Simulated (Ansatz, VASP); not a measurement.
HfO2 in VASP and in Ansatz

```
Hf O
1.0
     0.00000    2.33372    2.55750
     2.78128    0.00000    2.55750
     2.78128    2.33372    0.00000
Hf O
1 2
Direct
  0.00000 0.00000 0.00000
  0.25000 0.25000 0.25000
  0.75000 0.75000 0.75000
```

Change from the starting cell: strain +0.0875 x Voigt [1, -1, 0, 0, 0, 0], atoms carried along.

Alike in both runs: task single point; functional PBE; k mesh 8 × 8 × 8; occupations gaussian, width 0.05 eV; no spin polarisation.

|  | VASP | Ansatz |
| --- | --- | --- |
| version | VASP 6.6.1 | Ansatz 0.2.0 |
| potentials or method | VASP PAW PBE potentials, release 64 (Hf_pv, O), cutoff 520 eV | scalar-relativistic, plane waves, PAW |
| valence electrons in the cell | 22 | 38 |

```tsv
	VASP	Ansatz	Ansatz less VASP
gap on the k mesh at the Fermi level (eV)	1.31	1.32	+0.014
least direct gap on the mesh (eV)	1.73	1.75	+0.017
pressure (GPa)	-3.0	0.4	+3.45
traceless stress, the component that is largest in VASP (GPa)	41.37	40.76	-0.616
```

The functional is the same, so the differences come from potentials, cutoffs and numerics. VASP's potentials hold 22 valence electrons a cell and Ansatz's 38, so a difference there can come from the potentials and not from the codes.

Neither program's run includes spin-orbit coupling.
